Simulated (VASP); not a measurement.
Set up this calculation in VASP 6.6.1, as the native input.

```
Task                   : single point
Functional             : PBE
Dispersion             : D3(BJ)
Potentials or basis    : VASP PAW PBE potentials, release 64 (Cu)
Cutoff                 : 520 eV
k mesh                 : 4 × 4 × 1
Occupations            : gaussian, width 0.1 eV
Spin                   : no spin polarisation
Dipole correction      : yes
Further INCAR settings : ALGO = Normal; EDIFF = 1e-07; NBANDS = 78
```

The structure of Cu lies in POSCAR:

```
Cu
1.0
    5.0393684366      0.0000000000      0.0000000000
   -2.5196842183      4.3642210851      0.0000000000
    0.0000000000      0.0000000000     20.1146270985
Cu
12
Direct
    0.3333333333      0.1666666667      0.3977205225
    0.3333333333      0.6666666667      0.3977205225
    0.8333333333      0.1666666667      0.3977205225
    0.8333333333      0.6666666667      0.3977205225
    0.6666666667      0.3333333333      0.5007202887
    0.6666666667      0.8333333333      0.5007202887
    0.1666666667      0.3333333333      0.5007202887
    0.1666666667      0.8333333333      0.5007202887
    0.0000000000      0.5000000000      0.6037179843
    0.0000000000      0.0000000000      0.6037179843
    0.5000000000      0.5000000000      0.6037179843
    0.5000000000      0.0000000000      0.6037179843
```

The input as run:

INCAR

```
SYSTEM = Cu
ALGO = Normal
DIPOL = 0.5 0.5 0.501
EDIFF = 1E-7
ENCUT = 520
GGA = PE
IDIPOL = 3
ISIF = 2
ISMEAR = 0
IVDW = 12
LASPH = .True.
LCHARG = .False.
LDIPOL = .True.
LREAL = .False.
LWAVE = .False.
NBANDS = 78
NELM = 100
PREC = Accurate
SIGMA = 0.1
```

KPOINTS

```
k-points
0
Gamma
  4 4 1
  0 0 0
```

Potentials or basis: VASP PAW PBE potentials, release 64 (Cu).

The run is started by

```bash
$ cat potpaw_PBE.64/Cu/POTCAR > POTCAR
$ mpirun -np 1 vasp_std > vasp.out
```

Results of the run:

```yaml
Largest_force: 0.021 eV/Å
Band_gap_on_the_k_mesh: zero (band 66 reaches -0.78 eV, above the bottom of band 67 at -0.86 eV)
Dispersion_energy_per_atom: -0.394 eV
```

Wall time 6.6 min on 1 thread of AMD EPYC 7R43 64-Core Processor (Zen 3), with other jobs on the host, peak memory 0.5 GiB.
